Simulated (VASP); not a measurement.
Write the native input for VASP 6.6.1 that does the following.

```yaml
Task: single point
Functional: PBE
Potentials_or_basis: VASP PAW PBE potentials, release 64 (B, N)
Cutoff: 520 eV
k_mesh: 9 × 9 × 4
Occupations: gaussian, width 0.01 eV
Spin: no spin polarisation
Dipole_correction: no
Further_INCAR_settings: ALGO = Normal; EDIFF = 1e-06; NBANDS = 16
```

The structure of BN lies in POSCAR:

```
BN
1.0
    2.5005826042      0.0000000000      0.0000000000
   -1.2502913021      2.1655680595      0.0000000000
    0.0000000000      0.0000000000      6.5236361402
B N
2 2
Direct
    0.3333333333      0.6666666667      0.2500000000
    0.6666666667      0.3333333333      0.7500000000
    0.3333333333      0.6666666667      0.7500000000
    0.6666666667      0.3333333333      0.2500000000
```

The input as run:

INCAR

```
PREC = Accurate ; ENCUT = 520
EDIFF = 1E-6 ; ISMEAR = 0
SIGMA = 0.01 ; LREAL = F
LASPH = T ; NELM = 100
ALGO = Normal ; ISIF = 2
LWAVE = F ; LCHARG = F
GGA = PE ; NBANDS = 16
```

KPOINTS

```
Automatic mesh
0
Gamma
  9 9 4
```

Potentials or basis: VASP PAW PBE potentials, release 64 (B, N).

Command:

```bash
$ cat potpaw_PBE.64/B/POTCAR potpaw_PBE.64/N/POTCAR > POTCAR
$ mpirun -np 1 vasp_std > vasp.out
```

It gave:

| Item | Value |
| --- | --- |
| Pressure | 4.7 GPa |
| Band gap on the k mesh | 4.38 eV, indirect (least direct gap 4.65 eV) |

Caveat: this functional lacks dispersion, which binds the layers, so the pressure and a relaxed spacing across them are unreliable.

Wall time 14 s on 1 thread of Intel(R) Xeon(R) Platinum 8375C CPU @ 2.90GHz (Ice Lake), on a shared host, peak memory 0.15 GiB.
